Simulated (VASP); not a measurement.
The system is SnSe2.

```xyz
3
Lattice="3.8110 0.0000 0.0000 -1.9055 3.3004 0.0000 0.0000 0.0000 6.1360" Properties=species:S:1:pos:R:3 pbc="T T T"
Sn    0.0000    0.0000    0.0000
Se    1.9055    1.1001    4.6081
Se    0.0000    2.2003    1.5279
```

Program: VASP 6.6.1. Alike in all runs: task single point; potentials or basis VASP PAW PBE potentials, release 64 (Sn_d, Se); no spin polarisation; cell as given; cutoff (eV) 520.

Problem. Order these runs on this cell by their pressure, lowest first.
A. level PBE; k mesh 7 × 7 × 4; smearing fermi-dirac 0.05 eV
B. level PBE+D4; k mesh 8 × 8 × 5; smearing gaussian 0.1 eV
C. level RPBE; k mesh 8 × 8 × 5; smearing gaussian 0.1 eV
D. level BLYP; k mesh 5 × 5 × 3; smearing fermi-dirac 0.05 eV

Solution. B (3.2 GPa), A (5.6 GPa), C (7.5 GPa), D (10.0 GPa).

Caveats: this functional lacks dispersion, which binds the layers, so the pressure and a relaxed spacing across them are unreliable (some runs); the PAW data sets were made with another functional, which shifts forces and pressure a little (some runs).
